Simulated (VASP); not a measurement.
A run of VASP 6.6.1 is set up as follows.

Contents of POSCAR:

```
GePt2
1.0
    6.7740055511      0.0000000000      0.0000000000
   -3.3870027756      5.8664608927      0.0000000000
    0.0000000000      0.0000000000      3.6097088072
Ge Pt
3 6
Direct
    0.6666666667      0.3333333333      0.0000000000
    0.3333333333      0.6666666667      0.0000000000
    0.0000000000      0.0000000000      0.5000000000
    0.6257917205      0.0000000000      0.5000000000
    0.3742082795      0.3742082795      0.5000000000
    0.0000000000      0.6257917205      0.5000000000
    0.0000000000      0.2859188156      0.0000000000
    0.7140811844      0.7140811844      0.0000000000
    0.2859188156      0.0000000000      0.0000000000
```

Contents of INCAR.step1:

```
ALGO = Normal
EDIFF = 1E-4
ENCUT = 520
GGA = PE
ISMEAR = 0
LASPH = True
LCHARG = False
LREAL = False
LWAVE = True
NBANDS = 61
NELM = 60
PREC = Accurate
SIGMA = 0.1
```

INCAR.step2

```
ALGO = Normal
EDIFF = 1E-6
ENCUT = 520
ISIF = 2
ISMEAR = 0
ISTART = 1
LASPH = True
LCHARG = False
LMIXTAU = True
LREAL = False
LWAVE = False
METAGGA = R2SCAN
NBANDS = 61
NELM = 60
PREC = Accurate
SIGMA = 0.1
```

Contents of KPOINTS:

```
k-points
0
Gamma
  6 6 10
```

Potentials or basis: VASP PAW PBE potentials, release 64 (Ge_d, Pt).

The run is started by

```bash
$ cat potpaw_PBE.64/Ge_d/POTCAR potpaw_PBE.64/Pt/POTCAR > POTCAR
$ cp INCAR.step1 INCAR
$ mpirun -np 1 vasp_std > vasp.out
$ cp INCAR.step2 INCAR
$ mpirun -np 1 vasp_std > vasp.out
```

Question: What does it give for the largest force?

Answer: 0.015 eV/Å.

Question: Predict the pressure.

Answer: -4.8 GPa.

Question: Predict the band gap on the k mesh.

Answer: Zero (bands 51 and 52 overlap by 1.35 eV).

Stress tensor (GPa, compression positive):
```
-4.68  0.00  0.00
 0.00 -4.68  0.00
 0.00  0.00 -4.92
```

Caveat: the cell stands under tension; the PAW data sets were made with another functional, which shifts forces and pressure a little; spin-orbit coupling is left out, which moves the levels of the heavy elements.
